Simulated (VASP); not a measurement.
# Ni (Fm-3m) in VASP: a series of runs

Runs on Ni. Level: PBEsol+D3(BJ). Tasks: single point.

All numbers are computed with VASP 6.6.1; they aren't measurements. Logs are shortened: lines on timing, memory, paths and dates and some standing lists are left out, and cuts for length are marked.

## 1. The cell of the first run

Symmetry: Fm-3m, No. 225, cubic system. The conventional cell has a = 3.524 Å, b = 3.524 Å, c = 3.524 Å, α = 90.00°, β = 90.00°, γ = 90.00°. Within 3.3 Å of Ni (site symmetry m-3m) lie 12 Ni at 2.49 Å.

## 2. Single point, PBEsol+D3(BJ), collinear spin, zero start

The input, INCAR:

```
  PREC = Accurate
  ENCUT = 520
  EDIFF = 1E-7
  ISMEAR = -1
  SIGMA = 0.01
  LREAL = False
  LASPH = True
  NELM = 150
  ALGO = Normal
  ISIF = 2
  LWAVE = False
  LCHARG = False
  ISPIN = 2
  MAGMOM = 0
  LORBIT = 11
  NUPDOWN = 0.0
  LMAXMIX = 4
  GGA = PS
  IVDW = 12
  NBANDS = 15
  ISYM = 0
```

The input, KPOINTS:

```
Automatic mesh
0
Gamma
  14 14 14
  0.5 0.5 0.5
```

The input, POSCAR:

```
Ni
1.0
    0.0000000000      1.7619350000      1.7619350000
    1.7619350000      0.0000000000      1.7619350000
    1.7619350000      1.7619350000      0.0000000000
Ni
1
Direct
    0.0000000000      0.0000000000      0.0000000000
```

Potentials or basis: VASP PAW PBE potentials, release 64 (Ni).

Command:

```sh
cat potpaw_PBE.64/Ni/POTCAR > POTCAR
mpirun -np 1 vasp_std > vasp.out
```

OUTCAR:

```text
PREC = Accurate
   ENCUT = 520
   EDIFF = 1E-7
   ISMEAR = -1
   LREAL = False
   LASPH = True
   NELM = 150
   ISIF = 2
   ISPIN = 2
   LORBIT = 11
   NUPDOWN = 0.0
   GGA = PS
   IVDW = 12
   ISYM = 0
 IVDW          = 12

 ion  position               nearest neighbor table
   1  0.000  0.000  0.000-

IMPORTANT INFORMATION: All symmetrisations will be switched off!
NOSYMM: (Re-)initialisation of all symmetry stuff for point group C_1.

----------------------------------------------------------------------------------------

                                     Primitive cell

  volume of cell :      10.9396

  direct lattice vectors                    reciprocal lattice vectors
     0.000000000  1.761935000  1.761935000    -0.283778914  0.283778914  0.283778914
     1.761935000  0.000000000  1.761935000     0.283778914 -0.283778914  0.283778914
     1.761935000  1.761935000  0.000000000     0.283778914  0.283778914 -0.283778914

  length of vectors
     2.491752373  2.491752373  2.491752373     0.491519496  0.491519496  0.491519496

  position of ions in fractional coordinates (direct lattice)
     0.000000000  0.000000000  0.000000000

  ion indices of the primitive-cell ions
   primitive index   ion index
                 1           1

----------------------------------------------------------------------------------------

 KPOINTS: Automatic mesh

Automatic generation of k-mesh.
 Grid dimensions read from file:
 generate k-points for:   14   14   14

 Generating k-lattice:

  Cartesian coordinates                     Fractional coordinates (reciprocal lattice)
    -0.020269922  0.020269922  0.020269922     0.071428571  0.000000000  0.000000000
     0.020269922 -0.020269922  0.020269922     0.000000000  0.071428571  0.000000000
     0.020269922  0.020269922 -0.020269922     0.000000000  0.000000000  0.071428571

  Length of vectors
     0.035108535  0.035108535  0.035108535

  Shift w.r.t. Gamma in fractional coordinates (k-lattice)
     0.500000000  0.500000000  0.500000000

 Subroutine IBZKPT returns following result:
 ===========================================

 Found   5488 irreducible k-points:

 Following reciprocal coordinates:
            Coordinates               Weight
  0.035714  0.035714  0.035714      2.000000
  0.035714  0.000000  0.000000      2.000000
  0.000000  0.000000 -0.035714      2.000000
  0.000000  0.035714  0.000000      2.000000
  0.107143  0.035714  0.035714      2.000000
  0.035714  0.107143  0.035714      2.000000
[... 16 lines left out ...]
  0.000000  0.142857 -0.035714      2.000000
  0.142857  0.000000 -0.035714      2.000000
 [... further k-points ...]
   k-points           NKPTS =   5488   k-points in BZ     NKDIM =   5488   number of bands    NBANDS=     15
   number of dos      NEDOS =    301   number of ions     NIONS =      1
   total plane-waves  NPLWV =   8000
   dimension x,y,z NGX =    20 NGY =   20 NGZ =   20
   dimension x,y,z NGXF=    40 NGYF=   40 NGZF=   40
   ions per type =               1
   NGX,Y,Z   is equivalent  to a cutoff of  13.34, 13.34, 13.34 a.u.
   NGXF,Y,Z  is equivalent  to a cutoff of  26.69, 26.69, 26.69 a.u.
 SYSTEM =  unknown system
   PREC   = accura    normal or accurate (medium, high low for compatibility)
   ISTART =      0    job   : 0-new  1-cont  2-samecut
   ICHARG =      2    charge: 1-file 2-atom 10-const
   ISPIN  =      2    spin polarized calculation?
   LNONCOLLINEAR =      F non collinear calculations
   LSORBIT =      F    spin-orbit coupling
   LASPH  =      T    aspherical Exc in radial PAW
   ENCUT  =  520.0 eV  38.22 Ry    6.18 a.u.   4.63  4.63  4.63*2*pi/ulx,y,z
   NELM   =    150;   NELMIN=  2; NELMDL= -5     # of ELM steps
   EDIFF  = 0.1E-06   stopping-criterion for ELM
   LREAL  =      F    real-space projection
   EDIFFG = 0.1E-05   stopping-criterion for IOM
   NSW    =      0    number of steps for IOM
   IBRION =     -1    ionic relax: 0-MD 1-quasi-New 2-CG
   NFREE  =      0    steps in history (QN), initial steepest desc. (CG)
   ISIF   =      2    stress and relaxation
   ISYM   =      0    0-nonsym 1-usesym 2-fastsym
   POTIM  = 0.5000    time-step for ionic-motion
   TEBEG  =    0.0;   TEEND  =   0.0 temperature during run
   PSTRESS=    0.0 pullay stress
   NELECT =      10.0000    total number of electrons
   NUPDOWN=       0.0000    fix difference up-down
   EMIN   =  10.00;   EMAX   =-10.00  energy-range for DOS
   EFERMI =   0.00;   METHOD = LEGACY
   ISMEAR =    -1;   SIGMA  =   0.01  broadening in eV -4-tet -1-fermi 0-gaus
   EFERMI_NEDOS =   21; number of points for ismear=-14 and -15
   IALGO  =     38    algorithm
   IMIX   =      4    mixing-type and parameters
     AMIX     =   0.40;   BMIX     =  1.00
     AMIX_MAG =   1.60;   BMIX_MAG =  1.00
  volume/ion in A,a.u.               =      10.94        73.82
  Fermi-wavevector in a.u.,A,eV,Ry     =   1.588821  3.002436 34.345893  2.524352
  Thomas-Fermi vector in A             =   2.687765
   LORBIT       =     11    0 simple, 1 ext, 2 COOP (PROOUT), +10 PAW based schemes
   GGA     = PS    functional components
   LHFCALC =     F    Hartree Fock is set to
   AEXX    =    0.0000 exact exchange contribution
   IVDW    =    12    specifies the selected vdW correction
   LEPSILON=     F    determine dielectric tensor
   LRPA    =     F    only Hartree local field effects (RPA)
 spin polarized calculation
  energy-cutoff  :      520.00
  volume of cell :       10.94
 maximum number of plane-waves:       305
   NGX =  9   NGY =  9   NGZ =  9

 number of electron      10.0000010 magnetization       0.0000000

 number of electron      10.0000010 magnetization      -0.0000000

 Free energy of the ion-electron system (eV)
  ---------------------------------------------------
  ext. energy  EPLUGINS =         0.00000000
  ---------------------------------------------------
  free energy    TOTEN  =        -6.05939447 eV

  energy without entropy =       -6.05773202  energy(sigma->0) =       -6.05856324

 E-fermi :   8.9049     XC(G=0): -13.4012

 val. band max:        8.9039515804   @ k =  -0.2143   0.2500   0.3571
 cond. band min:       8.9053935039   @ k =   0.5000  -0.4643   0.3571
 fundamental gap:      0.0014419235
 Fermi energy:         8.9048762990

 spin component 1

 k-point     1 :       0.0357    0.0357    0.0357
  band No.  band energies     occupation
      1       0.1327      1.00000
      2       7.0637      1.00000
      3       7.0892      1.00000
      4       7.0892      1.00000
      5       8.1826      1.00000
      6       8.1826      1.00000
      7      32.5714      0.00000
      8      35.7233      0.00000
      9      36.4287      0.00000
     10      36.4287      0.00000
     11      39.7057      0.00000
     12      39.7057      0.00000
     13      40.1325      0.00000
     14      42.8088      0.00000
     15      48.1644      0.00000
[... 397 lines left out ...]
 k-point    24 :       0.1429    0.0000   -0.0357
  band No.  band energies     occupation
      1       1.0376      1.00000
      2       6.8411      1.00000
      3       7.2542      1.00000
      4       7.2552      1.00000
      5       8.0728      1.00000
      6       8.2083      1.00000
      7      28.3731      0.00000
      8      32.7024      0.00000
      9      34.9127      0.00000
     10      36.3714      0.00000
     11      39.7931      0.00000
     12      40.6985      0.00000
     13      42.9534      0.00000
     14      43.6883      0.00000
     15      46.0289      0.00000

 [... further k-points ...]

 Fermi energy:         8.9048763077

 spin component 2

 k-point     1 :       0.0357    0.0357    0.0357
  band No.  band energies     occupation
      1       0.1327      1.00000
      2       7.0637      1.00000
      3       7.0892      1.00000
      4       7.0892      1.00000
      5       8.1826      1.00000
      6       8.1826      1.00000
      7      32.5714      0.00000
      8      35.7233      0.00000
      9      36.4287      0.00000
     10      36.4287      0.00000
     11      39.7057      0.00000
     12      39.7057      0.00000
     13      40.1325      0.00000
     14      42.8088      0.00000
     15      48.1644      0.00000
[... 397 lines left out ...]
 k-point    24 :       0.1429    0.0000   -0.0357
  band No.  band energies     occupation
      1       1.0376      1.00000
      2       6.8411      1.00000
      3       7.2542      1.00000
      4       7.2552      1.00000
      5       8.0728      1.00000
      6       8.2083      1.00000
      7      28.3731      0.00000
      8      32.7024      0.00000
      9      34.9127      0.00000
     10      36.3714      0.00000
     11      39.7931      0.00000
     12      40.6985      0.00000
     13      42.9534      0.00000
     14      43.6883      0.00000
     15      46.0289      0.00000

 [... further k-points ...]

------------------------ aborting loop because EDIFF is reached ----------------------------------------

 Edisp (eV)   -0.41515

 E8    (eV) :    -0.2721

  FORCE on cell =-STRESS in cart. coord.  units (eV):
  Direction    XX          YY          ZZ          XY          YZ          ZX
  --------------------------------------------------------------------------------------
  -------------------------------------------------------------------------------------
  Total      -1.21366    -1.21366    -1.21366     0.00000     0.00000     0.00000
  in kB    -177.74920  -177.74918  -177.74912     0.00061     0.00060     0.00061
  external pressure =     -177.75 kB  Pullay stress =        0.00 kB

 VOLUME and BASIS-vectors are now :
 -----------------------------------------------------------------------------
  energy-cutoff  :      520.00
  volume of cell :       10.94
      direct lattice vectors                 reciprocal lattice vectors
     0.000000000  1.761935000  1.761935000    -0.283778914  0.283778914  0.283778914
     1.761935000  0.000000000  1.761935000     0.283778914 -0.283778914  0.283778914
     1.761935000  1.761935000  0.000000000     0.283778914  0.283778914 -0.283778914

 POSITION                                       TOTAL-FORCE (eV/Angst)
 -----------------------------------------------------------------------------------
      0.00000      0.00000      0.00000         0.000000      0.000000     -0.000000
 -----------------------------------------------------------------------------------
    total drift:                                0.000000      0.000000     -0.000000

  FREE ENERGIE OF THE ION-ELECTRON SYSTEM (eV)
  ---------------------------------------------------
  free  energy   TOTEN  =        -6.4745407178 eV

  energy  without entropy=       -6.4728782600  energy(sigma->0) =       -6.47370949

 total charge

# of ion       s       p       d       tot
------------------------------------------
    1        0.494   0.492   8.318   9.305

 magnetization (x)

# of ion       s       p       d       tot
------------------------------------------
    1        0.000   0.000  -0.000   0.000
```

It took 51 min on 1 thread of Oxide Virtual Turin-like, shared host; peak memory 1.2 GiB.

Results:

```
Free energy                                           : -6.4745 eV
Pressure                                              : -17.8 GPa
Net moment                                            : 0.00 μB per cell
Valence electrons inside the program's atomic spheres : Ni 9.30
Dispersion energy per atom                            : -0.415 eV
```

Caveat: three body term missing; the cell stands under tension; the PAW data sets were made with another functional, which shifts forces and pressure a little; the total moment is fixed, so each spin has its own Fermi level.

[end of part 1 of 2]
